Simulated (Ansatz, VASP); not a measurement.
# BeTe3: VASP beside Ansatz

```
Be Te
1.0
    -3.00618    3.00618    3.00618
     3.00618   -3.00618    3.00618
     3.00618    3.00618   -3.00618
Be Te
1 3
Direct
  0.00000 0.00000 0.00000
  0.00000 0.50000 0.50000
  0.50000 0.00000 0.50000
  0.50000 0.50000 0.00000
```

Alike in both runs: functional PBE; k mesh 12 × 12 × 12; occupations gaussian, width 0.1 eV; no spin polarisation.

Ansatz relaxed the structure, and its values are those at the end. VASP's run is a single point on that final structure, the one shown.

```csv
,VASP,Ansatz
version,VASP 6.6.1,Ansatz 0.2.0
potentials or method,"VASP PAW PBE potentials, release 64 (Be, Te), cutoff 520 eV","scalar-relativistic, plane waves, PAW"
valence electrons in the cell,20,50
```

```tsv
	VASP	Ansatz	Ansatz less VASP
gap on the k mesh at the Fermi level (eV)	none	none	-
pressure (GPa)	0.0	0.0	+0.01
```

A gap of «none» marks a metal or a gap that the smearing closes. VASP's potentials hold 20 valence electrons a cell and Ansatz's 50, so a difference there can come from the potentials and not from the codes.

Spin-orbit coupling is off throughout.
